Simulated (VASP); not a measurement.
# Sc2Al (P6_3/mmc) in VASP: further runs

Sc2Al is run at these levels: PBEsol; tasks: single point.

All numbers are computed with VASP 6.6.1; they aren't measurements. Logs are shortened: lines on timing, memory, paths and dates and some standing lists are left out, and cuts for length are marked.

## (1) The cell of the first run

Symmetry: P6_3/mmc, No. 194, hexagonal system. Conventional cell: a = 4.893 Å, b = 4.893 Å, c = 6.161 Å, α = 90.00°, β = 90.00°, γ = 120.00°. Sc (site symmetry -3m) has 8 Sc at 3.08 to 3.22 Å and 6 Al at 3.22 Å within 4.1 Å. Sc (site symmetry -6m2) has 5 Al at 2.82 to 3.08 Å and 6 Sc at 3.22 Å within 3.7 Å. Within 3.7 Å of Al (site symmetry -6m2) lie 11 Sc at 2.82 to 3.22 Å.

## (2) Single point, PBEsol

Contents of INCAR:

```
PREC = Accurate
ENCUT = 520
EDIFF = 1E-7
ISMEAR = 0
SIGMA = 0.1
LREAL = F
LASPH = T
NELM = 100
ALGO = Normal
ISIF = 2
LWAVE = F
LCHARG = F
GGA = PS
NBANDS = 34
```

Contents of KPOINTS:

```
Automatic mesh
0
Gamma
  3 3 1
```

Contents of POSCAR:

```
Sc2Al
1.0
    4.8926114005      0.0000000000      0.0000000000
   -2.4463057002      4.2371257637      0.0000000000
    0.0000000000      0.0000000000      6.1614205700
Sc Al
4 2
Direct
    0.0000000000      0.0000000000      0.0000000000
    0.0000000000      0.0000000000      0.5000000000
    0.3333333333      0.6666666667      0.7500000000
    0.6666666667      0.3333333333      0.2500000000
    0.3333333333      0.6666666667      0.2500000000
    0.6666666667      0.3333333333      0.7500000000
```

Potentials or basis: VASP PAW PBE potentials, release 64 (Sc_sv, Al).

Started as:

```
cat potpaw_PBE.64/Sc_sv/POTCAR potpaw_PBE.64/Al/POTCAR > POTCAR
mpirun -np 1 vasp_std > vasp.out
```

OUTCAR:

```text
PREC = Accurate
   ENCUT = 520
   EDIFF = 1E-7
   ISMEAR = 0
   LREAL = F
   LASPH = T
   NELM = 100
   ISIF = 2
   GGA = PS

 ion  position               nearest neighbor table
   1  0.000  0.000  0.000-   2 3.08   2 3.08   4 3.22   5 3.22   6 3.22   3 3.22   3 3.22   5 3.22
                             4 3.22   6 3.22   4 3.22   6 3.22   3 3.22   5 3.22
   2  0.000  0.000  0.500-   1 3.08   1 3.08   4 3.22   5 3.22   6 3.22   3 3.22   3 3.22   5 3.22
                             4 3.22   6 3.22   4 3.22   6 3.22   3 3.22   5 3.22
   3  0.333  0.667  0.750-   6 2.82   6 2.82   6 2.82   5 3.08   5 3.08   1 3.22   2 3.22   2 3.22
                             1 3.22   2 3.22   1 3.22
   4  0.667  0.333  0.250-   5 2.82   5 2.82   5 2.82   6 3.08   6 3.08   1 3.22   2 3.22   1 3.22
                             2 3.22   1 3.22   2 3.22
   5  0.333  0.667  0.250-   4 2.82   4 2.82   4 2.82   3 3.08   3 3.08   1 3.22   2 3.22   2 3.22
                             1 3.22   2 3.22   1 3.22
   6  0.667  0.333  0.750-   3 2.82   3 2.82   3 2.82   4 3.08   4 3.08   1 3.22   2 3.22   1 3.22
                             2 3.22   1 3.22   2 3.22

  LATTYP: Found a hexagonal cell.
 ALAT       =     4.8926114005
 C/A-ratio  =     1.2593316872

  Lattice vectors:

 A1 = (   4.8926114005,   0.0000000000,   0.0000000000)
 A2 = (  -2.4463057002,   4.2371257637,   0.0000000000)
 A3 = (   0.0000000000,   0.0000000000,   6.1614205700)

Analysis of symmetry for initial positions (statically):
=====================================================================
 Subroutine PRICEL returns:
 Original cell was already a primitive cell.

 Routine SETGRP: Setting up the symmetry group for a
 hexagonal supercell.

 Subroutine GETGRP returns: Found 24 space group operations
 (whereof 12 operations were pure point group operations)
 out of a pool of 24 trial point group operations.

The static configuration has the point symmetry D_3d.
 The point group associated with its full space group is D_6h.

Analysis of symmetry for dynamics (positions and initial velocities):
=====================================================================
 Subroutine PRICEL returns:
 Original cell was already a primitive cell.

 Routine SETGRP: Setting up the symmetry group for a
 hexagonal supercell.

 Subroutine GETGRP returns: Found 24 space group operations
 (whereof 12 operations were pure point group operations)
 out of a pool of 24 trial point group operations.

The dynamic configuration has the point symmetry D_3d.
 The point group associated with its full space group is D_6h.

 Subroutine INISYM returns: Found 24 space group operations
 (whereof 12 operations are pure point group operations),
 and found     1 'primitive' translations

----------------------------------------------------------------------------------------

                                     Primitive cell

  volume of cell :     127.7300

  direct lattice vectors                    reciprocal lattice vectors
     4.892611400  0.000000000  0.000000000     0.204389827  0.118004522  0.000000000
    -2.446305700  4.237125764  0.000000000     0.000000000  0.236009044  0.000000000
     0.000000000  0.000000000  6.161420570     0.000000000  0.000000000  0.162300234

  length of vectors
     4.892611400  4.892611400  6.161420570     0.236009044  0.236009044  0.162300234

  position of ions in fractional coordinates (direct lattice)
     0.000000000  0.000000000  0.000000000
     0.000000000  0.000000000  0.500000000
     0.333333333  0.666666667  0.750000000
     0.666666667  0.333333333  0.250000000
     0.333333333  0.666666667  0.250000000
     0.666666667  0.333333333  0.750000000

  ion indices of the primitive-cell ions
   primitive index   ion index
                 1           1
                 2           2
                 3           3
                 4           4
                 5           5
                 6           6

----------------------------------------------------------------------------------------

 KPOINTS: Automatic mesh

Automatic generation of k-mesh.
 Grid dimensions read from file:
 generate k-points for:    3    3    1

 Generating k-lattice:

  Cartesian coordinates                     Fractional coordinates (reciprocal lattice)
     0.068129942  0.039334841  0.000000000     0.333333333  0.000000000  0.000000000
     0.000000000  0.078669681  0.000000000     0.000000000  0.333333333  0.000000000
     0.000000000  0.000000000  0.162300234     0.000000000  0.000000000  1.000000000

  Length of vectors
     0.078669681  0.078669681  0.162300234

  Shift w.r.t. Gamma in fractional coordinates (k-lattice)
     0.000000000  0.000000000  0.000000000

 Subroutine IBZKPT returns following result:
 ===========================================

 Found      3 irreducible k-points:

 Following reciprocal coordinates:
            Coordinates               Weight
  0.000000  0.000000  0.000000      1.000000
  0.333333  0.000000  0.000000      6.000000
  0.333333  0.333333  0.000000      2.000000
   k-points           NKPTS =      3   k-points in BZ     NKDIM =      3   number of bands    NBANDS=     34
   number of dos      NEDOS =    301   number of ions     NIONS =      6
   total plane-waves  NPLWV =  62208
   dimension x,y,z NGX =    36 NGY =   36 NGZ =   48
   dimension x,y,z NGXF=    72 NGYF=   72 NGZF=   96
   ions per type =               4   2
   NGX,Y,Z   is equivalent  to a cutoff of  12.23, 12.23, 12.95 a.u.
   NGXF,Y,Z  is equivalent  to a cutoff of  24.46, 24.46, 25.90 a.u.
 SYSTEM =  unknown system
   PREC   = accura    normal or accurate (medium, high low for compatibility)
   ISTART =      0    job   : 0-new  1-cont  2-samecut
   ICHARG =      2    charge: 1-file 2-atom 10-const
   ISPIN  =      1    spin polarized calculation?
   LNONCOLLINEAR =      F non collinear calculations
   LSORBIT =      F    spin-orbit coupling
   LASPH  =      T    aspherical Exc in radial PAW
   ENCUT  =  520.0 eV  38.22 Ry    6.18 a.u.   9.10  9.10 11.46*2*pi/ulx,y,z
   NELM   =    100;   NELMIN=  2; NELMDL= -5     # of ELM steps
   EDIFF  = 0.1E-06   stopping-criterion for ELM
   LREAL  =      F    real-space projection
   EDIFFG = 0.1E-05   stopping-criterion for IOM
   NSW    =      0    number of steps for IOM
   IBRION =     -1    ionic relax: 0-MD 1-quasi-New 2-CG
   NFREE  =      0    steps in history (QN), initial steepest desc. (CG)
   ISIF   =      2    stress and relaxation
   ISYM   =      2    0-nonsym 1-usesym 2-fastsym
   POTIM  = 0.5000    time-step for ionic-motion
   TEBEG  =    0.0;   TEEND  =   0.0 temperature during run
   PSTRESS=    0.0 pullay stress
   NELECT =      50.0000    total number of electrons
   NUPDOWN=      -1.0000    fix difference up-down
   EMIN   =  10.00;   EMAX   =-10.00  energy-range for DOS
   EFERMI =   0.00;   METHOD = LEGACY
   ISMEAR =     0;   SIGMA  =   0.10  broadening in eV -4-tet -1-fermi 0-gaus
   EFERMI_NEDOS =   21; number of points for ismear=-14 and -15
   IALGO  =     38    algorithm
   IMIX   =      4    mixing-type and parameters
     AMIX     =   0.40;   BMIX     =  1.00
     AMIX_MAG =   1.60;   BMIX_MAG =  1.00
  volume/ion in A,a.u.               =      21.29       143.66
  Fermi-wavevector in a.u.,A,eV,Ry     =   1.197569  2.263077 19.513086  1.434171
  Thomas-Fermi vector in A             =   2.333480
   LORBIT       =      0    0 simple, 1 ext, 2 COOP (PROOUT), +10 PAW based schemes
   GGA     = PS    functional components
   LHFCALC =     F    Hartree Fock is set to
   AEXX    =    0.0000 exact exchange contribution
   IVDW    =     0    specifies the selected vdW correction
   LEPSILON=     F    determine dielectric tensor
   LRPA    =     F    only Hartree local field effects (RPA)
 non-spin polarized calculation
 Gauss-broadening in eV      SIGMA  =   0.10
  energy-cutoff  :      520.00
  volume of cell :      127.73
 maximum number of plane-waves:      3453
   NGX = 19   NGY = 19   NGZ = 23

 number of electron      50.0000002 magnetization

 Free energy of the ion-electron system (eV)
  ---------------------------------------------------
  ext. energy  EPLUGINS =         0.00000000
  ---------------------------------------------------
  free energy    TOTEN  =       -36.46800948 eV

  energy without entropy =      -36.44265235  energy(sigma->0) =      -36.45533091

 E-fermi :   4.5797     XC(G=0): -10.1933

 val. band max:        4.3127902767   @ k =   0.0000   0.0000   0.0000
 cond. band min:       4.6280689885   @ k =   0.3333   0.3333   0.0000
 fundamental gap:      0.3152787119
 Fermi energy:         4.5797254864

 k-point     1 :       0.0000    0.0000    0.0000
  band No.  band energies     occupation
      1     -44.6922      2.00000
      2     -44.6834      2.00000
      3     -44.4871      2.00000
      4     -44.4536      2.00000
      5     -23.4733      2.00000
      6     -23.4733      2.00000
      7     -23.4276      2.00000
      8     -23.4257      2.00000
      9     -23.4257      2.00000
     10     -23.4071      2.00000
     11     -23.3344      2.00000
     12     -23.2037      2.00000
     13     -23.2037      2.00000
     14     -23.1876      2.00000
     15     -23.1876      2.00000
     16     -22.9655      2.00000
     17      -2.3768      2.00000
     18       0.3851      2.00000
     19       1.9852      2.00000
     20       2.9644      2.00000
     21       2.9644      2.00000
     22       4.0556      2.00000
     23       4.0556      2.00000
     24       4.1040      2.00000
     25       4.3128      1.99984
     26       4.3128      1.99984
     27       4.7106      0.06429
     28       4.7106      0.06429
     29       6.4808      0.00000
     30       6.5770      0.00000
     31       6.5770      0.00000
     32       6.9068      0.00000
     33       7.5644      0.00000
     34       7.7313      0.00000

 k-point     2 :       0.3333    0.0000    0.0000
  band No.  band energies     occupation
      1     -44.6872      2.00000
      2     -44.6838      2.00000
      3     -44.4915      2.00000
      4     -44.4535      2.00000
      5     -23.4993      2.00000
      6     -23.4984      2.00000
      7     -23.4584      2.00000
      8     -23.4378      2.00000
      9     -23.4178      2.00000
     10     -23.4089      2.00000
     11     -23.2833      2.00000
     12     -23.2090      2.00000
     13     -23.2045      2.00000
     14     -23.1718      2.00000
     15     -23.1679      2.00000
     16     -22.9697      2.00000
     17      -1.4457      2.00000
     18       0.2105      2.00000
     19       1.9482      2.00000
     20       2.5871      2.00000
     21       3.1623      2.00000
     22       3.5284      2.00000
     23       3.8557      2.00000
     24       4.2149      2.00000
     25       4.2202      2.00000
     26       4.6822      0.14723
     27       4.9061      0.00000
     28       5.2872      0.00000
     29       5.9926      0.00000
     30       6.1508      0.00000
     31       6.1792      0.00000
     32       6.4427      0.00000
     33       6.8489      0.00000
     34       7.0469      0.00000

 k-point     3 :       0.3333    0.3333    0.0000
  band No.  band energies     occupation
      1     -44.6843      2.00000
      2     -44.6843      2.00000
      3     -44.4937      2.00000
      4     -44.4535      2.00000
      5     -23.5026      2.00000
      6     -23.4781      2.00000
      7     -23.4781      2.00000
      8     -23.4436      2.00000
      9     -23.4436      2.00000
     10     -23.4298      2.00000
     11     -23.2461      2.00000
     12     -23.1938      2.00000
     13     -23.1938      2.00000
     14     -23.1756      2.00000
     15     -23.1756      2.00000
     16     -22.9719      2.00000
     17      -0.2937      2.00000
     18      -0.2937      2.00000
     19       1.4328      2.00000
     20       2.7793      2.00000
     21       2.7793      2.00000
     22       3.5990      2.00000
     23       3.5990      2.00000
     24       3.7852      2.00000
     25       4.6281      0.49418
     26       4.9197      0.00000
     27       5.3282      0.00000
     28       5.3282      0.00000
     29       6.0154      0.00000
     30       6.1712      0.00000
     31       6.1712      0.00000
     32       6.2057      0.00000
     33       6.6377      0.00000
     34       6.6542      0.00000

------------------------ aborting loop because EDIFF is reached ----------------------------------------

  FORCE on cell =-STRESS in cart. coord.  units (eV):
  Direction    XX          YY          ZZ          XY          YZ          ZX
  --------------------------------------------------------------------------------------
  -------------------------------------------------------------------------------------
  Total       -2.6558326     -2.6558326      0.6896967     -0.0000000      0.0000000      0.0000000
  in kB      -33.3133527    -33.3133527      8.6511893     -0.0000000      0.0000000      0.0000000
  external PRESSURE =     -19.3251721 kB  Pullay stress =       0.0000000 kB

 VOLUME and BASIS-vectors are now :
 -----------------------------------------------------------------------------
  energy-cutoff  :      520.00
  volume of cell :      127.73
      direct lattice vectors                 reciprocal lattice vectors
     4.892611400  0.000000000  0.000000000     0.204389827  0.118004522  0.000000000
    -2.446305700  4.237125764  0.000000000     0.000000000  0.236009044  0.000000000
     0.000000000  0.000000000  6.161420570     0.000000000  0.000000000  0.162300234

 POSITION                                       TOTAL-FORCE (eV/Angst)
 -----------------------------------------------------------------------------------
      0.00000      0.00000      0.00000        -0.000000      0.000000      0.000000
      0.00000      0.00000      3.08071        -0.000000      0.000000      0.000000
     -0.00000      2.82475      4.62107        -0.000000      0.000000      0.000000
      2.44631      1.41238      1.54036         0.000000     -0.000000     -0.000000
     -0.00000      2.82475      1.54036        -0.000000      0.000000      0.000000
      2.44631      1.41238      4.62107         0.000000      0.000000      0.000000
 -----------------------------------------------------------------------------------
    total drift:                               -0.000000      0.000000     -0.000000

  FREE ENERGIE OF THE ION-ELECTRON SYSTEM (eV)
  ---------------------------------------------------
  free  energy   TOTEN  =       -36.4680094766 eV

  energy  without entropy=      -36.4426523482  energy(sigma->0) =      -36.45533091
```

Run time: 25 s. Hardware: 1 thread of Intel Xeon 6975P-C, shared host; peak memory 0.23 GiB.

Results:

```
Free energy            : -36.4680 eV
Pressure               : -1.9 GPa
Band gap on the k mesh : zero (band 25 reaches 4.63 eV, above the bottom of band 26 at 4.31 eV)
```

Levels at points of the mesh, in eV from the Fermi level:
```tsv
k point	band 21	band 22	band 23	band 24	band 25	band 26	band 27	band 28	band 29	band 30
(0.00, 0.00, 0.00)	-1.62	-0.52	-0.52	-0.48	-0.27	-0.27	0.13	0.13	1.90	2.00
```

Caveat: the k points lie up to 1.02 Å⁻¹ apart; the PAW data sets were made with another functional, which shifts forces and pressure a little.

(Continued in part 2 of 2.)
